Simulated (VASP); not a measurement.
Here is a VASP 6.6.1 calculation.

INCAR

```
PREC = Accurate
ENCUT = 520
EDIFF = 1E-7
ISMEAR = 0
SIGMA = 0.1
LREAL = False
LASPH = True
NELM = 60
ALGO = Normal
ISIF = 2
LWAVE = False
LCHARG = False
GGA = PE
NBANDS = 26
```

Contents of KPOINTS:

```
Automatic mesh
0
Gamma
  10 10 4
```

The input POSCAR:

```
InTe4
1.0
    4.2391504603      0.0000000000      0.0000000000
    0.0000000000      4.2391504603      0.0000000000
    0.0000000000      0.0000000000     11.3442656548
In Te
1 4
Direct
    0.5000000000      0.5000000000      0.5000000000
    0.5000000000      0.5000000000      0.7954559431
    0.5000000000      0.5000000000      0.2045440569
    0.0000000000      0.0000000000      0.2643384790
    0.0000000000      0.0000000000      0.7356615210
```

Potentials or basis: VASP PAW PBE potentials, release 64 (In_d, Te).

Run with:

```sh
$ cat potpaw_PBE.64/In_d/POTCAR potpaw_PBE.64/Te/POTCAR > POTCAR
$ mpirun -np 1 vasp_std > vasp.out
```

Estimate the largest force.

0.003 eV/Å.

What does it give for the pressure?

0.0 GPa.

Predict the band gap on the k mesh.

zero (an odd number of electrons rules out a gap without spin polarisation).

Forces in eV/Å, atoms in the order of the input:
```
In   0.000  0.000  0.000
Te   0.000  0.000 -0.003
Te   0.000  0.000  0.003
Te   0.000  0.000 -0.003
Te   0.000  0.000  0.003
```

Caveat: spin-orbit coupling is left out, which moves the levels of the heavy elements; this functional lacks dispersion, which binds layers or chains, so the pressure and a relaxed spacing across them are unreliable; an odd number of electrons without spin polarisation forces a metal; a magnetic or distorted state may lie lower.
